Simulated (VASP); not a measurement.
# Si2W (I4/mmm) in VASP: further runs

Si2W is run at these levels: PBE; tasks: single point.

Program: VASP 6.6.1. These are calculated values, not measurements. Logs are shortened: lines on timing, memory, paths and dates and some standing lists are left out, and cuts for length are marked.

## Step 1: The cell of the first run

It takes space group I4/mmm (No. 139, tetragonal). The conventional cell has a = 3.148 Å, b = 3.148 Å, c = 7.670 Å, α = 90.00°, β = 90.00°, γ = 90.00°. Within 3.3 Å of Si (site symmetry 4mm) lie 9 Si at 2.54 to 3.15 Å and 5 W at 2.56 to 2.57 Å. W (site symmetry 4/mmm) has 10 Si at 2.56 to 2.57 Å and 4 W at 3.15 Å within 3.4 Å.

## Step 2: Single point, PBE

The input, INCAR:

```
  ALGO = Normal
  EDIFF = 1E-6
  ENCUT = 520
  GGA = PE
  ISIF = 2
  ISMEAR = 0
  LASPH = T
  LCHARG = F
  LREAL = F
  LWAVE = F
  NBANDS = 18
  NELM = 80
  PREC = Accurate
  SIGMA = 0.05
```

The input, KPOINTS:

```
k-points
0
Gamma
  12 12 12
```

The input, POSCAR:

```
Si2W
1.0
    3.1481938362      0.0000000000      0.0000000000
    0.0000000000      3.1481938362      0.0000000000
   -1.5740969181     -1.5740969181      3.8350306363
Si W
2 1
Direct
    0.3347000000      0.3347000000      0.6694000000
    0.6653000000      0.6653000000      0.3306000000
    0.0000000000      0.0000000000      0.0000000000
```

Potentials or basis: VASP PAW PBE potentials, release 64 (Si, W_sv).

Started as:

```console
> cat potpaw_PBE.64/Si/POTCAR potpaw_PBE.64/W_sv/POTCAR > POTCAR
> mpirun -np 1 vasp_std > vasp.out
```

OUTCAR:

```text
EDIFF = 1E-6
   ENCUT = 520
   GGA = PE
   ISIF = 2
   ISMEAR = 0
   LASPH = T
   LREAL = F
   NELM = 80
   PREC = Accurate

 ion  position               nearest neighbor table
   1  0.335  0.335  0.669-   2 2.54   3 2.56   3 2.56   3 2.56   3 2.56   3 2.57   2 2.58   2 2.58
                             2 2.58   2 2.58
   2  0.665  0.665  0.331-   1 2.54   3 2.56   3 2.56   3 2.56   3 2.56   3 2.57   1 2.58   1 2.58
                             1 2.58   1 2.58
   3  0.000  0.000  0.000-   1 2.56   2 2.56   2 2.56   2 2.56   1 2.56   1 2.56   2 2.56   1 2.56
                             2 2.57   1 2.57

  LATTYP: Found a body centered tetragonal cell.
 ALAT       =     3.1481938362
 C/A-ratio  =     2.4363370465

  Lattice vectors:

 A1 = (   1.5740969181,  -1.5740969181,  -3.8350306363)
 A2 = (  -1.5740969181,   1.5740969181,  -3.8350306363)
 A3 = (   1.5740969181,   1.5740969181,   3.8350306363)

Analysis of symmetry for initial positions (statically):
=====================================================================
 Subroutine PRICEL returns:
 Original cell was already a primitive cell.

 Routine SETGRP: Setting up the symmetry group for a
 body centered tetragonal supercell.

 Subroutine GETGRP returns: Found 16 space group operations
 (whereof 16 operations were pure point group operations)
 out of a pool of 16 trial point group operations.

The static configuration has the point symmetry D_4h.

Analysis of symmetry for dynamics (positions and initial velocities):
=====================================================================
 Subroutine PRICEL returns:
 Original cell was already a primitive cell.

 Routine SETGRP: Setting up the symmetry group for a
 body centered tetragonal supercell.

 Subroutine GETGRP returns: Found 16 space group operations
 (whereof 16 operations were pure point group operations)
 out of a pool of 16 trial point group operations.

The dynamic configuration has the point symmetry D_4h.

 Subroutine INISYM returns: Found 16 space group operations
 (whereof 16 operations are pure point group operations),
 and found     1 'primitive' translations

[... 83 lines left out ...]
   ions per type =               2   1
   NGX,Y,Z   is equivalent  to a cutoff of  12.67, 12.67, 13.50 a.u.
   NGXF,Y,Z  is equivalent  to a cutoff of  25.35, 25.35, 26.99 a.u.
 SYSTEM =  unknown system
   PREC   = accura    normal or accurate (medium, high low for compatibility)
   ISTART =      0    job   : 0-new  1-cont  2-samecut
   ICHARG =      2    charge: 1-file 2-atom 10-const
   ISPIN  =      1    spin polarized calculation?
   LNONCOLLINEAR =      F non collinear calculations
   LSORBIT =      F    spin-orbit coupling
   LASPH  =      T    aspherical Exc in radial PAW
   ENCUT  =  520.0 eV  38.22 Ry    6.18 a.u.   5.85  5.85  8.24*2*pi/ulx,y,z
   NELM   =     80;   NELMIN=  2; NELMDL= -5     # of ELM steps
   EDIFF  = 0.1E-05   stopping-criterion for ELM
   LREAL  =      F    real-space projection
   EDIFFG = 0.1E-04   stopping-criterion for IOM
   NSW    =      0    number of steps for IOM
   IBRION =     -1    ionic relax: 0-MD 1-quasi-New 2-CG
   NFREE  =      0    steps in history (QN), initial steepest desc. (CG)
   ISIF   =      2    stress and relaxation
   ISYM   =      2    0-nonsym 1-usesym 2-fastsym
   POTIM  = 0.5000    time-step for ionic-motion
   TEBEG  =    0.0;   TEEND  =   0.0 temperature during run
   PSTRESS=    0.0 pullay stress
   NELECT =      22.0000    total number of electrons
   NUPDOWN=      -1.0000    fix difference up-down
   EMIN   =  10.00;   EMAX   =-10.00  energy-range for DOS
   EFERMI =   0.00;   METHOD = LEGACY
   ISMEAR =     0;   SIGMA  =   0.05  broadening in eV -4-tet -1-fermi 0-gaus
   EFERMI_NEDOS =   21; number of points for ismear=-14 and -15
   IALGO  =     38    algorithm
   IMIX   =      4    mixing-type and parameters
     AMIX     =   0.40;   BMIX     =  1.00
     AMIX_MAG =   1.60;   BMIX_MAG =  1.00
  volume/ion in A,a.u.               =      12.67        85.50
  Fermi-wavevector in a.u.,A,eV,Ry     =   1.364327  2.578204 25.325723  1.861388
  Thomas-Fermi vector in A             =   2.490652
   LORBIT       =      0    0 simple, 1 ext, 2 COOP (PROOUT), +10 PAW based schemes
   GGA     = PE    functional components
   LHFCALC =     F    Hartree Fock is set to
   AEXX    =    0.0000 exact exchange contribution
   IVDW    =     0    specifies the selected vdW correction
   LEPSILON=     F    determine dielectric tensor
   LRPA    =     F    only Hartree local field effects (RPA)
 non-spin polarized calculation
 Gauss-broadening in eV      SIGMA  =   0.05
  energy-cutoff  :      520.00
  volume of cell :       38.01
 maximum number of plane-waves:      1044
   NGX = 11   NGY = 11   NGZ = 17

 number of electron      22.0000001 magnetization

 Free energy of the ion-electron system (eV)
  ---------------------------------------------------
  ext. energy  EPLUGINS =         0.00000000
  ---------------------------------------------------
  free energy    TOTEN  =       -24.63681769 eV

  energy without entropy =      -24.63656776  energy(sigma->0) =      -24.63669273

 E-fermi :  12.9266     XC(G=0): -12.8263

 val. band max:       12.9206569667   @ k =   0.0833   0.0833   0.3333
 cond. band min:      12.9570318091   @ k =   0.0000   0.0000   0.4167
 fundamental gap:      0.0363748424
 Fermi energy:        12.9266346682

 k-point     1 :       0.0000    0.0000    0.0000
  band No.  band energies     occupation
      1     -60.8422      2.00000
      2     -25.1648      2.00000
      3     -25.1190      2.00000
      4     -25.1190      2.00000
      5      -1.7332      2.00000
      6       5.6000      2.00000
[... 481 lines left out ...]
      5       1.5103      2.00000
      6       4.2455      2.00000
[... 10 lines left out ...]
     17      20.3297      0.00000
     18      21.7778      0.00000

 [... further k-points ...]
[... 5 lines left out ...]
  --------------------------------------------------------------------------------------
  -------------------------------------------------------------------------------------
  Total        4.5380208      4.5380208      5.2067164      0.0000000      0.0000000     -0.0000000
  in kB      191.2869314    191.2869314    219.4738298      0.0000000      0.0000000     -0.0000000
  external PRESSURE =     200.6825642 kB  Pullay stress =       0.0000000 kB

 VOLUME and BASIS-vectors are now :
 -----------------------------------------------------------------------------
  energy-cutoff  :      520.00
  volume of cell :       38.01
      direct lattice vectors                 reciprocal lattice vectors
     3.148193836  0.000000000  0.000000000     0.317642449  0.000000000  0.130377055
     0.000000000  3.148193836  0.000000000     0.000000000  0.317642449  0.130377055
    -1.574096918 -1.574096918  3.835030636     0.000000000  0.000000000  0.260754110

 POSITION                                       TOTAL-FORCE (eV/Angst)
 -----------------------------------------------------------------------------------
     -0.00000     -0.00000      2.56717         0.000000      0.000000     -0.266271
      1.57410      1.57410      1.26786        -0.000000     -0.000000      0.266271
      0.00000      0.00000      0.00000         0.000000      0.000000      0.000000
 -----------------------------------------------------------------------------------
    total drift:                               -0.000000      0.000000     -0.000000

  FREE ENERGIE OF THE ION-ELECTRON SYSTEM (eV)
  ---------------------------------------------------
  free  energy   TOTEN  =       -24.6368176902 eV

  energy  without entropy=      -24.6365677634  energy(sigma->0) =      -24.63669273
```

OSZICAR:

```text
N       E                     dE             d eps       ncg     rms          rms(c)
DAV:   1     0.131302149441E+03    0.13130E+03   -0.10873E+04  5868   0.124E+03
DAV:   2    -0.209845431982E+02   -0.15229E+03   -0.14857E+03  6802   0.324E+02
DAV:   3    -0.254046460496E+02   -0.44201E+01   -0.43827E+01  7146   0.499E+01
DAV:   4    -0.254416406363E+02   -0.36995E-01   -0.36966E-01  7098   0.486E+00
DAV:   5    -0.254419949085E+02   -0.35427E-03   -0.35426E-03  6844   0.502E-01    0.287E+01
DAV:   6    -0.247354312772E+02    0.70656E+00   -0.28245E+00  6334   0.125E+01    0.107E+01
DAV:   7    -0.246553174297E+02    0.80114E-01   -0.14772E-01  6328   0.232E+00    0.470E+00
DAV:   8    -0.246372851382E+02    0.18032E-01   -0.28857E-02  6696   0.135E+00    0.331E-01
DAV:   9    -0.246368993317E+02    0.38581E-03   -0.81571E-04  6706   0.238E-01    0.187E-01
DAV:  10    -0.246368211336E+02    0.78198E-04   -0.20959E-04  6986   0.124E-01    0.448E-02
DAV:  11    -0.246368172145E+02    0.39191E-05   -0.25450E-05  6664   0.354E-02    0.166E-02
DAV:  12    -0.246368176902E+02   -0.47568E-06   -0.92339E-07  4006   0.685E-03
   1 F= -.24636818E+02 E0= -.24636693E+02  d E =-.249927E-03
```

stdout:

```text
POSCAR found type information on POSCAR SiW
 POSCAR found :  2 types and       3 ions
 scaLAPACK will be used
 LDA part: xc-table for (Slater+PW92), standard interpolation
 POSCAR, INCAR and KPOINTS ok, starting setup
 FFT: planning ... GRIDC
 FFT: planning ... GRID_SOFT
 FFT: planning ... GRID
 WAVECAR not read
 entering main loop
```

Wall time 26 s (1 thread of Intel Xeon 6975P-C (Granite Rapids), shared host); peak memory 0.23 GiB.

What came out:

| Item | Value |
| --- | --- |
| Free energy | -24.6368 eV |
| Pressure | 20.1 GPa |
| Largest force | 0.266 eV/Å |
| Band gap on the k mesh | zero (band 11 reaches 13.68 eV, above the bottom of band 12 at 12.27 eV) |

Forces on the atoms (eV/Å):
```
Si   0.000  0.000 -0.266
Si   0.000  0.000  0.266
W    0.000  0.000  0.000
```

Caveat: spin-orbit coupling is left out, which moves the levels of the heavy elements.

## Step 3: Single point, PBE

This run uses another cell than the first one, of 13.48 Å³/atom, 1.064 times its volume.

The input, INCAR:

```
PREC = Accurate ; ENCUT = 520
EDIFF = 1E-7 ; ISMEAR = 0
SIGMA = 0.05 ; LREAL = F
LASPH = T ; NELM = 100
ALGO = Normal ; ISIF = 2
LWAVE = F ; LCHARG = F
GGA = PE ; NBANDS = 18
```

The input, KPOINTS:

```
regular mesh
0
Gamma
  12 12 12
```

The input, POSCAR:

```
Si2W
1.0
    3.2138000000      0.0000000000      0.0000000000
    0.0000000000      3.2138000000      0.0000000000
   -1.6069000000     -1.6069000000      3.9149500000
Si W
2 1
Direct
    0.3347000000      0.3347000000      0.6694000000
    0.6653000000      0.6653000000      0.3306000000
    0.0000000000      0.0000000000      0.0000000000
```

Potentials or basis: VASP PAW PBE potentials, release 64 (Si, W_sv).

Started as:

```console
> cat potpaw_PBE.64/Si/POTCAR potpaw_PBE.64/W_sv/POTCAR > POTCAR
> mpirun -np 1 vasp_std > vasp.out
```

OUTCAR:

```text
PREC = Accurate
   ENCUT = 520
   EDIFF = 1E-7
   ISMEAR = 0
   LREAL = F
   LASPH = T
   NELM = 100
   ISIF = 2
   GGA = PE

 ion  position               nearest neighbor table
   1  0.335  0.335  0.669-   2 2.59   3 2.62   3 2.62   3 2.62   3 2.62   3 2.62   2 2.63   2 2.63
                             2 2.63   2 2.63
   2  0.665  0.665  0.331-   1 2.59   3 2.62   3 2.62   3 2.62   3 2.62   3 2.62   1 2.63   1 2.63
                             1 2.63   1 2.63
   3  0.000  0.000  0.000-   1 2.62   2 2.62   2 2.62   2 2.62   1 2.62   1 2.62   2 2.62   1 2.62
[... 704 lines left out ...]
  Direction    XX          YY          ZZ          XY          YZ          ZX
  --------------------------------------------------------------------------------------
  -------------------------------------------------------------------------------------
  Total        0.8057778      0.8057778      0.9469685      0.0000000      0.0000000      0.0000000
  in kB       31.9272822     31.9272822     37.5216727      0.0000000      0.0000000      0.0000000
  external PRESSURE =      33.7920791 kB  Pullay stress =       0.0000000 kB

 VOLUME and BASIS-vectors are now :
 -----------------------------------------------------------------------------
  energy-cutoff  :      520.00
  volume of cell :       40.44
      direct lattice vectors                 reciprocal lattice vectors
     3.213800000  0.000000000  0.000000000     0.311158131  0.000000000  0.127715552
     0.000000000  3.213800000  0.000000000     0.000000000  0.311158131  0.127715552
    -1.606900000 -1.606900000  3.914950000     0.000000000  0.000000000  0.255431104

 POSITION                                       TOTAL-FORCE (eV/Angst)
 -----------------------------------------------------------------------------------
     -0.00000     -0.00000      2.62067        -0.000000     -0.000000     -0.083314
      1.60690      1.60690      1.29428         0.000000      0.000000      0.083314
      0.00000      0.00000      0.00000         0.000000      0.000000      0.000000
 -----------------------------------------------------------------------------------
    total drift:                               -0.000000      0.000000     -0.000000

  FREE ENERGIE OF THE ION-ELECTRON SYSTEM (eV)
  ---------------------------------------------------
  free  energy   TOTEN  =       -24.8084413868 eV

  energy  without entropy=      -24.8081895461  energy(sigma->0) =      -24.80831547
```

It took 36 s on 1 thread of Intel Xeon 6975P-C (Granite Rapids), shared host; peak memory 0.24 GiB.

What came out:

```
Free energy            : -24.8084 eV
Pressure               : 3.4 GPa
Largest force          : 0.083 eV/Å
Band gap on the k mesh : zero (band 11 reaches 12.70 eV, above the bottom of band 12 at 11.40 eV)
```

Forces on the atoms (eV/Å):
```
Si   0.000  0.000 -0.083
Si   0.000  0.000  0.083
W    0.000  0.000  0.000
```

Caveat: spin-orbit coupling is left out, which moves the levels of the heavy elements.
